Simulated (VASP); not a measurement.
Set up this calculation in VASP 6.6.1, as the native input.

```yaml
Task: single point
Functional: PBE
Dispersion: D3(BJ)
Potentials_or_basis: VASP PAW PBE potentials, release 64 (Pt, C, O)
Cutoff: 520 eV
k_mesh: 6 × 12 × 1
Occupations: gaussian, width 0.1 eV
Spin: no spin polarisation
Dipole_correction: yes
Further_INCAR_settings: ALGO = Normal; EDIFF = 1e-07; NBANDS = 56
```

The structure of Pt8CO lies in POSCAR:

```
Pt8CO
1.0
    5.5558884579      0.0000000000      0.0000000000
   -1.3889721145      2.4057702726      0.0000000000
    0.0000000000      0.0000000000     26.9545458948
Pt C O
8 1 1
Direct
    0.3333333333      0.3333333333      0.3153456947
    0.8333333333      0.3333333333      0.3153456947
    0.6666666667      0.6666666667      0.3994940968
    0.1666666667      0.6666666667      0.3994940968
    0.0010355467      0.0010355467      0.4835831109
    0.4924321779     -0.0075678221      0.4839048239
    0.3221932438      0.3221932438      0.5732255398
    0.8223047969      0.3223047969      0.5657598597
    0.3292112618      0.3292112618      0.6414762058
    0.3333575652      0.3333575652      0.6841822178
```

One way to write it, as run:

INCAR

```
PREC     = Accurate       # precision mode
ENCUT    = 520            # plane-wave cutoff, eV
EDIFF    = 1E-7           # SCF threshold, eV
ISMEAR   = 0              # smearing method
SIGMA    = 0.1            # smearing width, eV
LREAL    = False          # projectors in reciprocal space
LASPH    = True           # aspherical terms in the spheres
NELM     = 100            # most SCF steps
ALGO     = Normal         # electronic algorithm
ISIF     = 2              # what is computed and relaxed
LWAVE    = False          # write WAVECAR
LCHARG   = False          # write CHGCAR
LDIPOL   = True         
IDIPOL   = 3            
DIPOL    = 0.5 0.5 0.486
GGA      = PE             # functional
IVDW     = 12             # dispersion correction
NBANDS   = 56             # bands
```

KPOINTS

```
regular mesh
0
Gamma
  6 12 1
```

Potentials or basis: VASP PAW PBE potentials, release 64 (Pt, C, O).

Run with:

```sh
$ cat potpaw_PBE.64/Pt/POTCAR potpaw_PBE.64/C/POTCAR potpaw_PBE.64/O/POTCAR > POTCAR
$ mpirun -np 1 vasp_std > vasp.out
```

Results of the run:

```json
{"Largest force": "0.824 eV/Å", "Band gap on the k mesh": "zero (bands 45 and 46 overlap by 1.21 eV)", "Dispersion energy per atom": "-0.496 eV"}
```

Caveat: spin-orbit coupling is left out, which moves the levels of the heavy elements.

It took 14 min on 1 thread of Intel(R) Xeon(R) 6975P-C (Granite Rapids), on a shared host, peak memory 0.73 GiB.
